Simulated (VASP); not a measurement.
The system is ScTaN.

```
Ta Sc N
1.0
     3.08507    0.00000    0.00000
    -1.54253    2.67175    0.00000
     0.00000    0.00000   10.34014
Ta Sc N
2 2 2
Direct
  0.33333 0.66667 0.24563
  0.66667 0.33333 0.75437
  0.00000 0.00000 0.00000
  0.00000 0.00000 0.50000
  0.33333 0.66667 0.62984
  0.66667 0.33333 0.37016
```

| Item | Value |
| --- | --- |
| Program | VASP 6.6.1 |
| Task | relaxation of cell and atoms |
| Functional | PBEsol |
| Potentials or basis | VASP PAW PBE potentials, release 64 (Ta_pv, Sc_sv, N) |
| Cutoff | 600 eV |
| k mesh | 10 × 10 × 3 |
| Occupations | fermi-dirac, width 0.05 eV |
| Spin | no spin polarisation |

At the start: pressure -6.2 GPa; volume 14.20 Å³/atom.

Where does the relaxation end?

Over 8 steps the energy falls by 8.7 meV/atom and the volume is 13.77 Å³/atom (-3.0 %); space group P-3m1 (No. 164, to 0.05 Å).

The path:
```
step  energy change (eV)  largest force (eV/Å)  pressure (GPa)  volume (Å³)
   1              0.0000                0.2927           -6.19        85.23
   2              0.1087                0.8616           12.39        78.63
   3             -0.0516                0.0834           -0.16        82.77
   4             -0.0516                0.0920           -0.06        82.72
   5             -0.0521                0.0231            0.01        82.63
   6             -0.0521                0.0300            0.02        82.62
   7             -0.0522                0.0193            0.00        82.63
   8             -0.0522                0.0070           -0.04        82.64
```

Final structure:
```
CELL_PARAMETERS angstrom
3.05571 0.00000 0.00000
-1.52786 2.64633 0.00000
0.00000 0.00000 10.21921
ATOMIC_POSITIONS crystal
Ta 0.33333 0.66667 0.24550
Ta 0.66667 0.33333 0.75450
Sc 0.00000 0.00000 0.00000
Sc 0.00000 0.00000 0.50000
N 0.33333 0.66667 0.63015
N 0.66667 0.33333 0.36985
```

Caveat: the PAW data sets were made with another functional, which shifts forces and pressure a little.
